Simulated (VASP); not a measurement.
# Mg (P6/mmm) in VASP: a series of runs

The runs below take Mg through single point, with RPBE.

Program: VASP 6.6.1. These are calculated values, not measurements. Logs are shortened: lines on timing, memory, paths and dates and some standing lists are left out, and cuts for length are marked.

**1. The cell of the first run**

It takes space group P6/mmm (No. 191, hexagonal). The conventional cell has a = 4.945 Å, b = 4.945 Å, c = 3.000 Å, α = 90.00°, β = 90.00°, γ = 120.00°. Within 3.9 Å of Mg (site symmetry 6/mmm) lie 14 Mg at 3.00 to 3.23 Å. Mg (site symmetry -6m2) has 11 Mg at 2.86 to 3.23 Å within 3.8 Å.

**2. Single point, RPBE (volume scaled by 0.88)**

File INCAR:

```
ALGO     = Normal         # electronic algorithm
EDIFF    = 1E-6           # SCF threshold, eV
ENCUT    = 520            # plane-wave cutoff, eV
GGA      = RP             # functional
ISIF     = 2              # what is computed and relaxed
ISMEAR   = -1             # smearing method
LASPH    = T              # aspherical terms in the spheres
LCHARG   = F              # write CHGCAR
LREAL    = F              # projectors in reciprocal space
LWAVE    = F              # write WAVECAR
NBANDS   = 10             # bands
NELM     = 100            # most SCF steps
PREC     = Accurate       # precision mode
SIGMA    = 0.1            # smearing width, eV
```

File KPOINTS:

```
k-points
0
Gamma
  8 8 11
```

File POSCAR:

```
Mg
1.0
    4.9451399370      0.0000000000      0.0000000000
   -2.4725699685      4.2826168107      0.0000000000
    0.0000000000      0.0000000000      2.9996919903
Mg
3
Direct
    0.0000000000      1.0000000000      0.0000000000
    0.3333333333      0.6666666667      0.5000000000
    0.6666666667      0.3333333333      0.5000000000
```

Potentials or basis: VASP PAW PBE potentials, release 64 (Mg).

Command:

```sh
$ cat potpaw_PBE.64/Mg/POTCAR > POTCAR
$ mpirun -np 1 vasp_std > vasp.out
```

OUTCAR:

```text
EDIFF = 1E-6
   ENCUT = 520
   GGA = RP
   ISIF = 2
   ISMEAR = -1
   LASPH = T
   LREAL = F
   NELM = 100
   PREC = Accurate

 ion  position               nearest neighbor table
   1  0.000  0.000  0.000-   2 3.23   3 3.23   2 3.23   3 3.23   2 3.23   2 3.23   3 3.23   3 3.23
                             3 3.23   3 3.23   2 3.23   2 3.23
   2  0.333  0.667  0.500-   3 2.86   3 2.86   3 2.86   1 3.23   1 3.23   1 3.23   1 3.23   1 3.23
                             1 3.23
   3  0.667  0.333  0.500-   2 2.86   2 2.86   2 2.86   1 3.23   1 3.23   1 3.23   1 3.23   1 3.23
                             1 3.23

  LATTYP: Found a hexagonal cell.
 ALAT       =     4.9451399370
 C/A-ratio  =     0.6065939546

  Lattice vectors:

 A1 = (   4.9451399370,   0.0000000000,   0.0000000000)
 A2 = (  -2.4725699685,   4.2826168107,   0.0000000000)
 A3 = (   0.0000000000,   0.0000000000,   2.9996919903)

Analysis of symmetry for initial positions (statically):
=====================================================================
 Subroutine PRICEL returns:
 Original cell was already a primitive cell.

 Routine SETGRP: Setting up the symmetry group for a
 hexagonal supercell.

 Subroutine GETGRP returns: Found 24 space group operations
 (whereof 24 operations were pure point group operations)
 out of a pool of 24 trial point group operations.

The static configuration has the point symmetry D_6h.

Analysis of symmetry for dynamics (positions and initial velocities):
=====================================================================
 Subroutine PRICEL returns:
 Original cell was already a primitive cell.

 Routine SETGRP: Setting up the symmetry group for a
 hexagonal supercell.

 Subroutine GETGRP returns: Found 24 space group operations
 (whereof 24 operations were pure point group operations)
 out of a pool of 24 trial point group operations.

The dynamic configuration has the point symmetry D_6h.

 Subroutine INISYM returns: Found 24 space group operations
 (whereof 24 operations are pure point group operations),
 and found     1 'primitive' translations

----------------------------------------------------------------------------------------

                                     Primitive cell

  volume of cell :      63.5279

  direct lattice vectors                    reciprocal lattice vectors
     4.945139937  0.000000000  0.000000000     0.202218747  0.116751048  0.000000000
    -2.472569969  4.282616811  0.000000000     0.000000000  0.233502096  0.000000000
     0.000000000  0.000000000  2.999691990     0.000000000  0.000000000  0.333367560

  length of vectors
     4.945139937  4.945139937  2.999691990     0.233502096  0.233502096  0.333367560

  position of ions in fractional coordinates (direct lattice)
     0.000000000  0.000000000  0.000000000
     0.333333333  0.666666667  0.500000000
     0.666666667  0.333333333  0.500000000

  ion indices of the primitive-cell ions
   primitive index   ion index
                 1           1
                 2           2
                 3           3

----------------------------------------------------------------------------------------

 KPOINTS: k-points

Automatic generation of k-mesh.
 Grid dimensions read from file:
 generate k-points for:    8    8   11

 Generating k-lattice:

  Cartesian coordinates                     Fractional coordinates (reciprocal lattice)
     0.025277343  0.014593881  0.000000000     0.125000000  0.000000000  0.000000000
     0.000000000  0.029187762  0.000000000     0.000000000  0.125000000  0.000000000
     0.000000000  0.000000000  0.030306142     0.000000000  0.000000000  0.090909091

  Length of vectors
     0.029187762  0.029187762  0.030306142

  Shift w.r.t. Gamma in fractional coordinates (k-lattice)
     0.000000000  0.000000000  0.000000000

 Subroutine IBZKPT returns following result:
 ===========================================

 Found     60 irreducible k-points:

 Following reciprocal coordinates:
            Coordinates               Weight
  0.000000  0.000000  0.000000      1.000000
  0.125000 -0.000000  0.000000      6.000000
  0.250000 -0.000000  0.000000      6.000000
  0.375000 -0.000000  0.000000      6.000000
  0.500000 -0.000000  0.000000      3.000000
  0.125000  0.125000  0.000000      6.000000
[... 16 lines left out ...]
  0.250000 -0.000000  0.181818     12.000000
  0.375000 -0.000000  0.181818     12.000000
 [... further k-points ...]
   k-points           NKPTS =     60   k-points in BZ     NKDIM =     60   number of bands    NBANDS=     10
   number of dos      NEDOS =    301   number of ions     NIONS =      3
   total plane-waves  NPLWV =  38400
   dimension x,y,z NGX =    40 NGY =   40 NGZ =   24
   dimension x,y,z NGXF=    80 NGYF=   80 NGZF=   48
   ions per type =               3
   NGX,Y,Z   is equivalent  to a cutoff of  13.45, 13.45, 13.30 a.u.
   NGXF,Y,Z  is equivalent  to a cutoff of  26.89, 26.89, 26.60 a.u.
 SYSTEM =  unknown system
   PREC   = accura    normal or accurate (medium, high low for compatibility)
   ISTART =      0    job   : 0-new  1-cont  2-samecut
   ICHARG =      2    charge: 1-file 2-atom 10-const
   ISPIN  =      1    spin polarized calculation?
   LNONCOLLINEAR =      F non collinear calculations
   LSORBIT =      F    spin-orbit coupling
   LASPH  =      T    aspherical Exc in radial PAW
   ENCUT  =  520.0 eV  38.22 Ry    6.18 a.u.   9.19  9.19  5.58*2*pi/ulx,y,z
   NELM   =    100;   NELMIN=  2; NELMDL= -5     # of ELM steps
   EDIFF  = 0.1E-05   stopping-criterion for ELM
   LREAL  =      F    real-space projection
   EDIFFG = 0.1E-04   stopping-criterion for IOM
   NSW    =      0    number of steps for IOM
   IBRION =     -1    ionic relax: 0-MD 1-quasi-New 2-CG
   NFREE  =      0    steps in history (QN), initial steepest desc. (CG)
   ISIF   =      2    stress and relaxation
   ISYM   =      2    0-nonsym 1-usesym 2-fastsym
   POTIM  = 0.5000    time-step for ionic-motion
   TEBEG  =    0.0;   TEEND  =   0.0 temperature during run
   PSTRESS=    0.0 pullay stress
   NELECT =       6.0000    total number of electrons
   NUPDOWN=      -1.0000    fix difference up-down
   EMIN   =  10.00;   EMAX   =-10.00  energy-range for DOS
   EFERMI =   0.00;   METHOD = LEGACY
   ISMEAR =    -1;   SIGMA  =   0.10  broadening in eV -4-tet -1-fermi 0-gaus
   EFERMI_NEDOS =   21; number of points for ismear=-14 and -15
   IALGO  =     38    algorithm
   IMIX   =      4    mixing-type and parameters
     AMIX     =   0.40;   BMIX     =  1.00
     AMIX_MAG =   1.60;   BMIX_MAG =  1.00
  volume/ion in A,a.u.               =      21.18       142.90
  Fermi-wavevector in a.u.,A,eV,Ry     =   0.745539  1.408865  7.562507  0.555829
  Thomas-Fermi vector in A             =   1.841150
   LORBIT       =      0    0 simple, 1 ext, 2 COOP (PROOUT), +10 PAW based schemes
   GGA     = RP    functional components
   LHFCALC =     F    Hartree Fock is set to
   AEXX    =    0.0000 exact exchange contribution
   IVDW    =     0    specifies the selected vdW correction
   LEPSILON=     F    determine dielectric tensor
   LRPA    =     F    only Hartree local field effects (RPA)
 non-spin polarized calculation
  energy-cutoff  :      520.00
  volume of cell :       63.53
 maximum number of plane-waves:      1730
 NGX is ok and might be reduce to    40
   NGX = 19   NGY = 19   NGZ = 11

 number of electron       6.0000000 magnetization

 Free energy of the ion-electron system (eV)
  ---------------------------------------------------
  ext. energy  EPLUGINS =         0.00000000
  ---------------------------------------------------
  free energy    TOTEN  =        -3.76131181 eV

  energy without entropy =       -3.72409386  energy(sigma->0) =       -3.74270283

 E-fermi :   3.2159     XC(G=0):  -8.6412

 val. band max:        3.1221397432   @ k =   0.2500  -0.0000   0.2727
 cond. band min:       3.2245141296   @ k =   0.3750   0.1250   0.4545
 fundamental gap:      0.1023743864
 Fermi energy:         3.2158546958

 k-point     1 :       0.0000    0.0000    0.0000
  band No.  band energies     occupation
      1      -4.1069      2.00000
      2       3.3655      0.36592
      3       3.3655      0.36592
      4       3.4155      0.23915
      5       3.4155      0.23915
      6       4.8059      0.00000
      7       4.9088      0.00000
      8      11.7228      0.00000
      9      12.1642      0.00000
     10      17.2172      0.00000

 k-point     2 :       0.1250   -0.0000    0.0000
  band No.  band energies     occupation
      1      -3.9783      2.00000
      2       1.9347      1.99999
      3       2.5738      1.99675
      4       3.3012      0.59724
      5       4.4433      0.00001
      6       5.5926      0.00000
      7       6.0965      0.00000
      8      11.8267      0.00000
      9      12.2560      0.00000
     10      15.6004      0.00000

 k-point     3 :       0.2500   -0.0000    0.0000
  band No.  band energies     occupation
      1      -3.5938      2.00000
      2       0.3975      2.00000
      3       1.9923      1.99999
      4       2.7613      1.97899
      5       5.7333      0.00000
      6       6.8382      0.00000
      7       8.2023      0.00000
      8      12.1386      0.00000
      9      12.4137      0.00000
     10      13.2498      0.00000
[... 248 lines left out ...]
 k-point    23 :       0.2500   -0.0000    0.1818
  band No.  band energies     occupation
      1      -3.0442      2.00000
      2       0.9205      2.00000
      3       2.4942      1.99853
      4       3.2729      0.72231
      5       6.2392      0.00000
      6       6.6633      0.00000
      7       7.7995      0.00000
      8       8.9658      0.00000
      9      11.0330      0.00000
     10      12.2814      0.00000

 k-point    24 :       0.3750   -0.0000    0.1818
  band No.  band energies     occupation
      1      -2.4110      2.00000
      2      -0.4171      2.00000
      3       2.1453      1.99996
      4       2.9259      1.89565
      5       7.4982      0.00000
      6       7.7678      0.00000
      7       8.9142      0.00000
      8       9.6606      0.00000
      9      11.3854      0.00000
     10      11.4891      0.00000

 [... further k-points ...]

------------------------ aborting loop because EDIFF is reached ----------------------------------------

  FORCE on cell =-STRESS in cart. coord.  units (eV):
  Direction    XX          YY          ZZ          XY          YZ          ZX
  --------------------------------------------------------------------------------------
  -------------------------------------------------------------------------------------
  Total        2.0138243      2.0138243      2.0166078      0.0000000      0.0000000      0.0000000
  in kB       50.7887685     50.7887685     50.8589697      0.0000000      0.0000000      0.0000000
  external PRESSURE =      50.8121689 kB  Pullay stress =       0.0000000 kB

 VOLUME and BASIS-vectors are now :
 -----------------------------------------------------------------------------
  energy-cutoff  :      520.00
  volume of cell :       63.53
      direct lattice vectors                 reciprocal lattice vectors
     4.945139937  0.000000000  0.000000000     0.202218747  0.116751048  0.000000000
    -2.472569969  4.282616811  0.000000000     0.000000000  0.233502096  0.000000000
     0.000000000  0.000000000  2.999691990     0.000000000  0.000000000  0.333367560

 POSITION                                       TOTAL-FORCE (eV/Angst)
 -----------------------------------------------------------------------------------
      0.00000      0.00000      0.00000        -0.000000      0.000000      0.000000
     -0.00000      2.85508      1.49985         0.000000     -0.000000      0.000000
      2.47257      1.42754      1.49985        -0.000000      0.000000      0.000000
 -----------------------------------------------------------------------------------
    total drift:                                0.000000     -0.000000     -0.000000

  FREE ENERGIE OF THE ION-ELECTRON SYSTEM (eV)
  ---------------------------------------------------
  free  energy   TOTEN  =        -3.7613118055 eV

  energy  without entropy=       -3.7240938587  energy(sigma->0) =       -3.74270283
```

It took 32 s on 1 thread of Intel Xeon 6975P-C, shared host; peak memory 0.19 GiB.

What came out:

| Property | Result |
| --- | --- |
| Free energy | -3.7613 eV |
| Pressure | 5.1 GPa |
| Band gap on the k mesh | zero (band 3 reaches 6.50 eV, above the bottom of band 4 at 2.28 eV) |

Caveat: the cell differs from its parent crystal (volume scaled by 0.88); the PAW data sets were made with another functional, which shifts forces and pressure a little.

**3. Single point, RPBE (volume scaled by 0.96)**

File INCAR:

```
SYSTEM = Mg
  PREC = Accurate
  ENCUT = 520
  EDIFF = 1E-7
  ISMEAR = -1
  SIGMA = 0.1
  LREAL = .FALSE.
  LASPH = .TRUE.
  NELM = 60
  ALGO = Normal
  ISIF = 2
  LWAVE = .FALSE.
  LCHARG = .FALSE.
  GGA = RP
  NBANDS = 10
```

File KPOINTS:

```
Automatic mesh
0
G
  8 8 11
  0 0 0
```

File POSCAR:

```
Mg
1.0
    5.0906679797      0.0000000000      0.0000000000
   -2.5453339899      4.4086477927      0.0000000000
    0.0000000000      0.0000000000      3.0879684212
Mg
3
Direct
    0.0000000000      1.0000000000      0.0000000000
    0.3333333333      0.6666666667      0.5000000000
    0.6666666667      0.3333333333      0.5000000000
```

Potentials or basis: VASP PAW PBE potentials, release 64 (Mg).

Command:

```sh
$ cat potpaw_PBE.64/Mg/POTCAR > POTCAR
$ mpirun -np 1 vasp_std > vasp.out
```

Run time: 32 s. Hardware: 1 thread of Intel Xeon 6975P-C, shared host; peak memory 0.19 GiB.

Results (log left out):

```
Free energy            : -3.8700 eV
Pressure               : 1.2 GPa
Band gap on the k mesh : zero (band 3 reaches 5.88 eV, above the bottom of band 4 at 1.79 eV)
```

Stress tensor (GPa, compression positive):
```
1.13 0.00 0.00
0.00 1.13 0.00
0.00 0.00 1.37
```

Levels at points of the mesh, in eV from the Fermi level:
```csv
k point,band 1,band 2,band 3,band 4,band 5,band 6,band 7,band 8
"(0.00, 0.00, 0.00)",-6.94,0.19,0.19,0.25,0.25,1.37,1.44,7.98
"(0.50, 0.00, 0.00)",-5.02,-5.01,-1.55,-0.95,5.53,5.64,6.30,6.34
```

Caveat: the cell differs from its parent crystal (volume scaled by 0.96); the PAW data sets were made with another functional, which shifts forces and pressure a little.

**4. Single point, RPBE**

This run uses another cell than the first one, of 24.06 Å³/atom, 1.136 times its volume.

File INCAR:

```
SYSTEM = Mg
PREC = Accurate
ENCUT = 520
EDIFF = 1E-6
ISMEAR = -1
SIGMA = 0.1
LREAL = .FALSE.
LASPH = .TRUE.
NELM = 100
ALGO = Normal
ISIF = 2
LWAVE = .FALSE.
LCHARG = .FALSE.
GGA = RP
NBANDS = 10
```

KPOINTS is that of step 3.

File POSCAR:

```
Mg
1.0
    5.1604118242      0.0000000000      0.0000000000
   -2.5802059121      4.4690477337      0.0000000000
    0.0000000000      0.0000000000      3.1302746156
Mg
3
Direct
    0.0000000000      1.0000000000      0.0000000000
    0.3333333333      0.6666666667      0.5000000000
    0.6666666667      0.3333333333      0.5000000000
```

Command:

```sh
$ cat potpaw_PBE.64/Mg/POTCAR > POTCAR
$ mpirun -np 1 vasp_std > vasp.out
```

Run time: 30 s. Hardware: 1 thread of Intel Xeon 6975P-C, shared host; peak memory 0.2 GiB.

It converged, with:

* Free energy: -3.8787 eV
* Pressure: -0.2 GPa
* Band gap on the k mesh: zero (band 3 reaches 5.60 eV, above the bottom of band 4 at 1.58 eV)

Stress tensor (GPa, compression positive):
```
-0.31  0.00  0.00
 0.00 -0.31  0.00
 0.00  0.00  0.00
```

Levels at points of the mesh, in eV from the Fermi level:
```
           k point  band 1  band 2  band 3  band 4  band 5  band 6  band 7  band 8
(0.00, 0.00, 0.00)   -6.76    0.22    0.22    0.27    0.27    1.26    1.33    7.74
(0.50, 0.00, 0.00)   -4.89   -4.89   -1.49   -0.95    5.42    5.54    6.13    6.14
```

Caveat: the PAW data sets were made with another functional, which shifts forces and pressure a little.

**5. Summary**

```tsv
cell	gap on the mesh (eV)	pressure (GPa)
a = 4.945, b = 4.945, c = 3.000 Å, angles 90.0, 90.0, 120.0°, 3 atoms	none	5.1
a = 5.091, b = 5.091, c = 3.088 Å, angles 90.0, 90.0, 120.0°, 3 atoms	none	1.2
a = 5.160, b = 5.160, c = 3.130 Å, angles 90.0, 90.0, 120.0°, 3 atoms	none	-0.2
```

Alike in all rows: task single point; level RPBE; potentials or basis VASP PAW PBE potentials, release 64 (Mg); no spin polarisation; k mesh 8 × 8 × 11; cutoff (eV) 520; smearing fermi-dirac 0.1 eV.

Caveats: the PAW data sets were made with another functional, which shifts forces and pressure a little.

Absolute energies hang on the potentials; compare differences alone.
